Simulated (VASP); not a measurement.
# MoS2 (R3m) in VASP: single point with PBEsol+D3(BJ)+U

Aim: the single point of MoS2 with PBEsol+D3(BJ)+U.

Program: VASP 6.6.1. These are calculated values, not measurements. Logs are shortened: lines on timing, memory, paths and dates and some standing lists are left out, and cuts for length are marked.

## (1) The cell of the first run

Symmetry: R3m, No. 160, trigonal system. Conventional cell: a = 3.153 Å, b = 3.153 Å, c = 17.989 Å, α = 90.00°, β = 90.00°, γ = 120.00°. Mo (site symmetry 3m) has 6 S at 2.40 Å and 6 Mo at 3.15 Å within 3.2 Å. S (site symmetry 3m) has 3 Mo at 2.40 Å and 7 S at 3.13 to 3.15 Å within 3.2 Å. S (site symmetry 3m) has 3 Mo at 2.40 Å and 7 S at 3.13 to 3.15 Å within 3.2 Å.

## (2) Single point, PBEsol+D3(BJ)+U

Input file INCAR:

```
SYSTEM = MoS2
ALGO = Normal
EDIFF = 1E-6
ENCUT = 520
GGA = PS
ISIF = 2
ISMEAR = 0
IVDW = 12
LASPH = .True.
LCHARG = .False.
LDAU = .True.
LDAUJ = 0 0
LDAUL = 2 -1
LDAUPRINT = 1
LDAUTYPE = 2
LDAUU = 1 0
LMAXMIX = 4
LREAL = .False.
LWAVE = .False.
NBANDS = 20
NELM = 150
PREC = Accurate
SIGMA = 0.02
```

Input file KPOINTS:

```
k-points
0
Gamma
  12 12 12
  0 0 0
```

Input file POSCAR:

```
MoS2
1.0
    1.5765517821      0.9102225958      5.9962616838
   -1.5765517821      0.9102225958      5.9962616838
    0.0000000000     -1.8204451916      5.9962616838
Mo S
1 2
Direct
    0.0000824196      0.0000824196      0.0000824196
    0.2465380083      0.2465380083      0.2465380083
    0.4203795722      0.4203795722      0.4203795722
```

Potentials or basis: VASP PAW PBE potentials, release 64 (Mo_sv, S).

Started as:

```bash
$ cat potpaw_PBE.64/Mo_sv/POTCAR potpaw_PBE.64/S/POTCAR > POTCAR
$ mpirun -np 1 vasp_std > vasp.out
```

OUTCAR:

```text
SYSTEM = MoS2
   EDIFF = 1E-6
   ENCUT = 520
   GGA = PS
   ISIF = 2
   ISMEAR = 0
   IVDW = 12
   LASPH = .True.
   LREAL = .False.
   NELM = 150
   PREC = Accurate
 IVDW          = 12

 ion  position               nearest neighbor table
   1  0.000  0.000  0.000-   2 2.40   2 2.40   2 2.40   3 2.40   3 2.40   3 2.40
   2  0.247  0.247  0.247-   1 2.40   1 2.40   1 2.40
   3  0.420  0.420  0.420-   1 2.40   1 2.40   1 2.40

  LATTYP: Found a trigonal (rhomboedric) cell.
 ALAT       =     6.2665121779
 COS(alpha) =     0.8734113701

  Lattice vectors:

 A1 = (   1.5765517821,   0.9102225958,   5.9962616838)
 A2 = (  -1.5765517821,   0.9102225958,   5.9962616838)
 A3 = (   0.0000000000,  -1.8204451916,   5.9962616838)

Analysis of symmetry for initial positions (statically):
=====================================================================
 Subroutine PRICEL returns:
 Original cell was already a primitive cell.

 Routine SETGRP: Setting up the symmetry group for a
 trigonal (rhombohedral) supercell.

 Subroutine GETGRP returns: Found  6 space group operations
 (whereof  6 operations were pure point group operations)
 out of a pool of 12 trial point group operations.

The static configuration has the point symmetry C_3v.

Analysis of symmetry for dynamics (positions and initial velocities):
=====================================================================
 Subroutine PRICEL returns:
 Original cell was already a primitive cell.

 Routine SETGRP: Setting up the symmetry group for a
 trigonal (rhombohedral) supercell.

 Subroutine GETGRP returns: Found  6 space group operations
 (whereof  6 operations were pure point group operations)
 out of a pool of 12 trial point group operations.

The dynamic configuration has the point symmetry C_3v.

 Subroutine INISYM returns: Found  6 space group operations
 (whereof  6 operations are pure point group operations),
 and found     1 'primitive' translations

----------------------------------------------------------------------------------------

                                     Primitive cell

  volume of cell :      51.6283

  direct lattice vectors                    reciprocal lattice vectors
     1.576551782  0.910222596  5.996261684     0.317147845  0.183105394  0.055590191
    -1.576551782  0.910222596  5.996261684    -0.317147845  0.183105394  0.055590191
     0.000000000 -1.820445192  5.996261684     0.000000000 -0.366210787  0.055590191

  length of vectors
     6.266512178  6.266512178  6.266512178     0.370406007  0.370406007  0.370406007

  position of ions in fractional coordinates (direct lattice)
     0.000082420  0.000082420  0.000082420
     0.246538008  0.246538008  0.246538008
     0.420379572  0.420379572  0.420379572

  ion indices of the primitive-cell ions
   primitive index   ion index
                 1           1
                 2           2
                 3           3

----------------------------------------------------------------------------------------

 KPOINTS: k-points

Automatic generation of k-mesh.
 Grid dimensions read from file:
 generate k-points for:   12   12   12

 Generating k-lattice:

  Cartesian coordinates                     Fractional coordinates (reciprocal lattice)
     0.026428987  0.015258783  0.004632516     0.083333333  0.000000000  0.000000000
    -0.026428987  0.015258783  0.004632516     0.000000000  0.083333333  0.000000000
     0.000000000 -0.030517566  0.004632516     0.000000000  0.000000000  0.083333333

  Length of vectors
     0.030867167  0.030867167  0.030867167

  Shift w.r.t. Gamma in fractional coordinates (k-lattice)
     0.000000000  0.000000000  0.000000000

 Subroutine IBZKPT returns following result:
 ===========================================

 Found    189 irreducible k-points:

 Following reciprocal coordinates:
            Coordinates               Weight
  0.000000  0.000000  0.000000      1.000000
  0.083333 -0.000000  0.000000      6.000000
  0.166667  0.000000  0.000000      6.000000
  0.250000 -0.000000  0.000000      6.000000
  0.333333  0.000000  0.000000      6.000000
  0.416667 -0.000000  0.000000      6.000000
[... 16 lines left out ...]
  0.500000  0.166667  0.000000     12.000000
 -0.416667  0.166667 -0.000000     12.000000
 [... further k-points ...]
   k-points           NKPTS =    189   k-points in BZ     NKDIM =    189   number of bands    NBANDS=     20
   number of dos      NEDOS =    301   number of ions     NIONS =      3
   total plane-waves  NPLWV = 110592
   dimension x,y,z NGX =    48 NGY =   48 NGZ =   48
   dimension x,y,z NGXF=    96 NGYF=   96 NGZF=   96
   ions per type =               1   2
   NGX,Y,Z   is equivalent  to a cutoff of  12.73, 12.73, 12.73 a.u.
   NGXF,Y,Z  is equivalent  to a cutoff of  25.47, 25.47, 25.47 a.u.
 SYSTEM =  MoS2
   PREC   = accura    normal or accurate (medium, high low for compatibility)
   ISTART =      0    job   : 0-new  1-cont  2-samecut
   ICHARG =      2    charge: 1-file 2-atom 10-const
   ISPIN  =      1    spin polarized calculation?
   LNONCOLLINEAR =      F non collinear calculations
   LSORBIT =      F    spin-orbit coupling
   LASPH  =      T    aspherical Exc in radial PAW
   ENCUT  =  520.0 eV  38.22 Ry    6.18 a.u.  11.65 11.65 11.65*2*pi/ulx,y,z
   NELM   =    150;   NELMIN=  2; NELMDL= -5     # of ELM steps
   EDIFF  = 0.1E-05   stopping-criterion for ELM
   LREAL  =      F    real-space projection
   EDIFFG = 0.1E-04   stopping-criterion for IOM
   NSW    =      0    number of steps for IOM
   IBRION =     -1    ionic relax: 0-MD 1-quasi-New 2-CG
   NFREE  =      0    steps in history (QN), initial steepest desc. (CG)
   ISIF   =      2    stress and relaxation
   ISYM   =      2    0-nonsym 1-usesym 2-fastsym
   POTIM  = 0.5000    time-step for ionic-motion
   TEBEG  =    0.0;   TEEND  =   0.0 temperature during run
   PSTRESS=    0.0 pullay stress
   NELECT =      26.0000    total number of electrons
   NUPDOWN=      -1.0000    fix difference up-down
   EMIN   =  10.00;   EMAX   =-10.00  energy-range for DOS
   EFERMI =   0.00;   METHOD = LEGACY
   ISMEAR =     0;   SIGMA  =   0.02  broadening in eV -4-tet -1-fermi 0-gaus
   EFERMI_NEDOS =   21; number of points for ismear=-14 and -15
   IALGO  =     38    algorithm
   IMIX   =      4    mixing-type and parameters
     AMIX     =   0.40;   BMIX     =  1.00
     AMIX_MAG =   1.60;   BMIX_MAG =  1.00
  volume/ion in A,a.u.               =      17.21       116.13
  Fermi-wavevector in a.u.,A,eV,Ry     =   1.302477  2.461325 23.081553  1.696446
  Thomas-Fermi vector in A             =   2.433542
   LORBIT       =      0    0 simple, 1 ext, 2 COOP (PROOUT), +10 PAW based schemes
 LDA+U is selected, type is set to LDAUTYPE =  2
   angular momentum for each species LDAUL =     2   -1
   U (eV)           for each species LDAUU =   1.0  0.0
   J (eV)           for each species LDAUJ =   0.0  0.0
   GGA     = PS    functional components
   LHFCALC =     F    Hartree Fock is set to
   AEXX    =    0.0000 exact exchange contribution
   IVDW    =    12    specifies the selected vdW correction
   LEPSILON=     F    determine dielectric tensor
   LRPA    =     F    only Hartree local field effects (RPA)
 non-spin polarized calculation
 Gauss-broadening in eV      SIGMA  =   0.02
  energy-cutoff  :      520.00
  volume of cell :       51.63
 maximum number of plane-waves:      1408
   NGX = 23   NGY = 23   NGZ = 23

atom =   1  type =  1  l = 2

 onsite density matrix

spin component  1

  0.4024  0.0000  0.0000  0.0006 -0.0000
  0.0000  0.3900  0.0000  0.0000  0.0006
  0.0000  0.0000  0.4225 -0.0000  0.0000
  0.0006  0.0000 -0.0000  0.3900 -0.0000
 -0.0000  0.0006  0.0000 -0.0000  0.4024

spin component  2

  0.4024  0.0000  0.0000  0.0006 -0.0000
  0.0000  0.3900  0.0000  0.0000  0.0006
  0.0000  0.0000  0.4225 -0.0000  0.0000
  0.0006  0.0000 -0.0000  0.3900 -0.0000
 -0.0000  0.0006  0.0000 -0.0000  0.4024

 occupancies and eigenvectors

  o =  0.3900  v =  0.0478 -0.0000 -0.0000 -0.9989  0.0000  0.0000  0.0000  0.0000  0.0000  0.0000      0.0000  0.0000  0.0000  0.0000  0.0000  0.0000  0.0000  0.0000  0.0000  0.0000
  o =  0.3900  v =  0.0000  0.0000  0.0000  0.0000  0.0000  0.0478 -0.0000 -0.0000 -0.9989  0.0000      0.0000  0.0000  0.0000  0.0000  0.0000  0.0000  0.0000  0.0000  0.0000  0.0000
  o =  0.3900  v = -0.0000 -0.9989 -0.0000  0.0000  0.0478  0.0000  0.0000  0.0000  0.0000  0.0000      0.0000  0.0000  0.0000  0.0000  0.0000  0.0000  0.0000  0.0000  0.0000  0.0000
  o =  0.3900  v =  0.0000  0.0000  0.0000  0.0000  0.0000 -0.0000 -0.9989 -0.0000  0.0000  0.0478      0.0000  0.0000  0.0000  0.0000  0.0000  0.0000  0.0000  0.0000  0.0000  0.0000
  o =  0.4024  v =  0.0000  0.0000  0.0000  0.0000  0.0000  0.9989  0.0000 -0.0000  0.0478  0.0005      0.0000  0.0000  0.0000  0.0000  0.0000  0.0000  0.0000  0.0000  0.0000  0.0000
  o =  0.4024  v =  0.9989  0.0000 -0.0000  0.0478  0.0005  0.0000  0.0000  0.0000  0.0000  0.0000      0.0000  0.0000  0.0000  0.0000  0.0000  0.0000  0.0000  0.0000  0.0000  0.0000
  o =  0.4024  v =  0.0005 -0.0478  0.0000  0.0000 -0.9989  0.0000  0.0000  0.0000  0.0000  0.0000      0.0000  0.0000  0.0000  0.0000  0.0000  0.0000  0.0000  0.0000  0.0000  0.0000
  o =  0.4024  v =  0.0000  0.0000  0.0000  0.0000  0.0000  0.0005 -0.0478  0.0000  0.0000 -0.9989      0.0000  0.0000  0.0000  0.0000  0.0000  0.0000  0.0000  0.0000  0.0000  0.0000
  o =  0.4225  v =  0.0000  0.0000  0.0000  0.0000  0.0000  0.0000 -0.0000 -1.0000  0.0000 -0.0000      0.0000  0.0000  0.0000  0.0000  0.0000  0.0000  0.0000  0.0000  0.0000  0.0000
  o =  0.4225  v =  0.0000 -0.0000 -1.0000  0.0000 -0.0000  0.0000  0.0000  0.0000  0.0000  0.0000      0.0000  0.0000  0.0000  0.0000  0.0000  0.0000  0.0000  0.0000  0.0000  0.0000

 number of electron      26.0000001 magnetization

 Free energy of the ion-electron system (eV)
  ---------------------------------------------------
  ext. energy  EPLUGINS =         0.00000000
  ---------------------------------------------------
  free energy    TOTEN  =       -22.23603539 eV

  energy without entropy =      -22.23603539  energy(sigma->0) =      -22.23603539

 E-fermi :   8.2409     XC(G=0): -11.2323

 val. band max:        8.0387683462   @ k =   0.5000   0.5000   0.5000
 cond. band min:       8.8064416304   @ k =  -0.1667   0.1667   0.0000
 fundamental gap:      0.7676732842
 Fermi energy:         8.2409425862

 k-point     1 :       0.0000    0.0000    0.0000
  band No.  band energies     occupation
      1     -53.5684      2.00000
      2     -27.7650      2.00000
      3     -27.5180      2.00000
      4     -27.5180      2.00000
      5      -7.1779      2.00000
      6      -5.3474      2.00000
[... 12 lines left out ...]
     19      15.8907      0.00000
     20      16.9380      0.00000

 k-point     2 :       0.0833   -0.0000    0.0000
  band No.  band energies     occupation
      1     -53.5655      2.00000
      2     -27.7594      2.00000
      3     -27.5464      2.00000
      4     -27.5244      2.00000
      5      -7.0668      2.00000
      6      -5.3144      2.00000
[... 12 lines left out ...]
     19      16.3495      0.00000
     20      16.9257      0.00000

 k-point     3 :       0.1667    0.0000    0.0000
  band No.  band energies     occupation
      1     -53.5577      2.00000
      2     -27.7442      2.00000
      3     -27.6236      2.00000
      4     -27.5420      2.00000
      5      -6.7493      2.00000
      6      -5.2196      2.00000
[... 12 lines left out ...]
     19      16.5975      0.00000
     20      17.1607      0.00000

 k-point     4 :       0.2500   -0.0000    0.0000
  band No.  band energies     occupation
      1     -53.5470      2.00000
      2     -27.7275      2.00000
      3     -27.7233      2.00000
      4     -27.5659      2.00000
      5      -6.2734      2.00000
      6      -5.0784      2.00000
[... 429 lines left out ...]
 k-point    23 :       0.5000    0.1667    0.0000
  band No.  band energies     occupation
      1     -53.5255      2.00000
      2     -27.8790      2.00000
      3     -27.6813      2.00000
      4     -27.6671      2.00000
      5      -5.0716      2.00000
      6      -4.7560      2.00000
[... 12 lines left out ...]
     19      16.0897      0.00000
     20      16.5292      0.00000

 k-point    24 :      -0.4167    0.1667   -0.0000
  band No.  band energies     occupation
      1     -53.5230      2.00000
      2     -27.8969      2.00000
      3     -27.6782      2.00000
      4     -27.6764      2.00000
      5      -4.9099      2.00000
      6      -4.6998      2.00000
[... 12 lines left out ...]
     19      16.1434      0.00000
     20      16.5666      0.00000

 [... further k-points ...]

------------------------ aborting loop because EDIFF is reached ----------------------------------------

 Edisp (eV)   -1.14223

 E8    (eV) :    -0.7171

  FORCE on cell =-STRESS in cart. coord.  units (eV):
  Direction    XX          YY          ZZ          XY          YZ          ZX
  --------------------------------------------------------------------------------------
  -------------------------------------------------------------------------------------
  Total      -1.36047    -1.36047    -1.24910     0.00000    -0.00000     0.00000
  in kB     -42.21949   -42.21949   -38.76335     0.00000    -0.00000     0.00000
  external pressure =      -41.07 kB  Pullay stress =        0.00 kB

 VOLUME and BASIS-vectors are now :
 -----------------------------------------------------------------------------
  energy-cutoff  :      520.00
  volume of cell :       51.63
      direct lattice vectors                 reciprocal lattice vectors
     1.576551782  0.910222596  5.996261684     0.317147845  0.183105394  0.055590191
    -1.576551782  0.910222596  5.996261684    -0.317147845  0.183105394  0.055590191
     0.000000000 -1.820445192  5.996261684     0.000000000 -0.366210787  0.055590191

 POSITION                                       TOTAL-FORCE (eV/Angst)
 -----------------------------------------------------------------------------------
      0.00000      0.00000      0.00148         0.000000     -0.000000      0.002287
      0.00000      0.00000      4.43492         0.000000      0.000000      0.153045
      0.00000      0.00000      7.56212         0.000000      0.000000     -0.155332
 -----------------------------------------------------------------------------------
    total drift:                               -0.000000      0.000000     -0.000031

  FREE ENERGIE OF THE ION-ELECTRON SYSTEM (eV)
  ---------------------------------------------------
  free  energy   TOTEN  =       -23.3782631025 eV

  energy  without entropy=      -23.3782631025  energy(sigma->0) =      -23.37826310
```

It took 5.4 min on 1 thread of Intel Xeon 6975P-C (Granite Rapids), shared host; peak memory 0.44 GiB.

What came out:

```yaml
Free_energy: -23.3783 eV
Pressure: -4.1 GPa
Largest_force: 0.155 eV/Å
Band_gap_on_the_k_mesh: 0.77 eV, indirect (least direct gap 1.76 eV)
Dispersion_energy_per_atom: -0.381 eV
```

Forces on the atoms (eV/Å):
```
Mo   0.000  0.000  0.002
S    0.000  0.000  0.153
S    0.000  0.000 -0.155
```

Eigenvalues of the final occupation matrices:
| site | spin | trace | eigenvalues |
| --- | --- | --- | --- |
| site 1 d | 1 | 2.01 | 0.39 0.39 0.40 0.40 0.42 |
| site 1 d | 2 | 2.01 | 0.39 0.39 0.40 0.40 0.42 |

Caveat: the PAW data sets were made with another functional, which shifts forces and pressure a little. A k mesh can miss the band edges.
